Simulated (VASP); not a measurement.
B5N, 6 atoms in the cell. The structure is hexagonal, space group P-62m (No. 189). The conventional cell has a = 3.920 Å, b = 3.920 Å, c = 3.664 Å, α = 90.00°, β = 90.00°, γ = 120.00°. B (site symmetry m2m) has 10 B at 2.25 to 2.28 Å and 2 N at 2.25 Å within 3.0 Å. Within 3.0 Å of B (site symmetry -6) lie 9 B at 2.25 to 2.26 Å and 3 N at 2.26 Å. Within 3.0 Å of N (site symmetry -62m) lie 12 B at 2.25 to 2.26 Å. The cell was built from a structure type or drawn by symmetry, and may not be a known phase.

| Item | Value |
| --- | --- |
| Program | VASP 6.6.1 |
| Task | single point |
| Functional | PBE |
| Potentials or basis | VASP PAW PBE potentials, release 64 (B, N) |
| Cutoff | 520 eV |
| k mesh | 6 × 6 × 6 |
| Occupations | gaussian, width 0.1 eV |
| Spin | collinear spin, ferromagnetic start |
| Starting moments | [0.0, 0.0, 0.0, 0.0, 0.0, 1.0] μB |
| Dipole correction | no |
| Further INCAR settings | ALGO = Normal; EDIFF = 1e-06; NBANDS = 23 |

Potentials or basis: VASP PAW PBE potentials, release 64 (B, N).

Run with:

```sh
$ cat potpaw_PBE.64/B/POTCAR potpaw_PBE.64/N/POTCAR > POTCAR
$ mpirun -np 1 vasp_std > vasp.out
```

Hardware: 1 thread of Intel Xeon 8259CL, on a shared host.

How long does it take, and how much memory?

Wall time 73 s on 1 thread of Intel Xeon 8259CL (shared host), peak memory 0.2 GiB. Counts: scf iterations 13, k points 28.
